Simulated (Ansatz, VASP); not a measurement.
# Cs: VASP beside Ansatz

Contents of INCAR:

```
SYSTEM = Cs
PREC = Accurate
ENCUT = 520
EDIFF = 1E-6
ISMEAR = -1
SIGMA = 0.08
LREAL = .False.
LASPH = .True.
NELM = 100
ALGO = Normal
ISIF = 2
LWAVE = .False.
LCHARG = .False.
GGA = PE
NBANDS = 16
```

Contents of KPOINTS:

```
regular mesh
0
Gamma
  6 6 6
  0 0 0
```

File POSCAR:

```
Cs
1.0
    0.0000000000      5.3051878442      5.3051878442
    5.3051878442      0.0000000000      5.3051878442
    5.3051878442      5.3051878442      0.0000000000
Cs
2
Direct
   -0.1250000000     -0.1250000000     -0.1250000000
    0.1250000000      0.1250000000      0.1250000000
```

Input for Ansatz:

```yaml
crystal:
  lattice:
    - [0.0, 5.3051878442, 5.3051878442]
    - [5.3051878442, 0.0, 5.3051878442]
    - [5.3051878442, 5.3051878442, 0.0]
  atoms:
    - { symbol: Cs, position: [-0.125, -0.125, -0.125] }
    - { symbol: Cs, position: [0.125, 0.125, 0.125] }
kpoints:
  mp_grid: { grid: [6, 6, 6] }
scf:
  occupations: { method: fermi_dirac, width: 0.08 }
hamiltonian:
  xc: pbe
  pseudopotentials: { kind: paw }
output:
  forces: true
  stress: true
  eigenvalues: true
  populations: true
  write_density: true
  write_potential: true
  elf: true
  volumetric_format: npy
```

Change from the starting cell: volume scaled by 0.8, PAW files.

Alike in both runs: task single point; functional PBE; k mesh 6 × 6 × 6; occupations fermi-dirac, width 0.08 eV; no spin polarisation.

|  | VASP | Ansatz |
| --- | --- | --- |
| version | VASP 6.6.1 | Ansatz 0.2.0 |
| potentials or method | VASP PAW PBE potentials, release 64 (Cs_sv) | PAW with Ansatz's default frozen-core files, scalar-relativistic |
| plane-wave cutoff (eV) | 520 | 420 |
| valence electrons in the cell | 18 | 18 |

|  | VASP | Ansatz | Ansatz less VASP |
| --- | --- | --- | --- |
| pressure (GPa) | 0.2 | 0.2 | 0.00 |

With one functional, cell and mesh, what is left measures potentials, basis and numerics.

Neither program's run includes spin-orbit coupling.
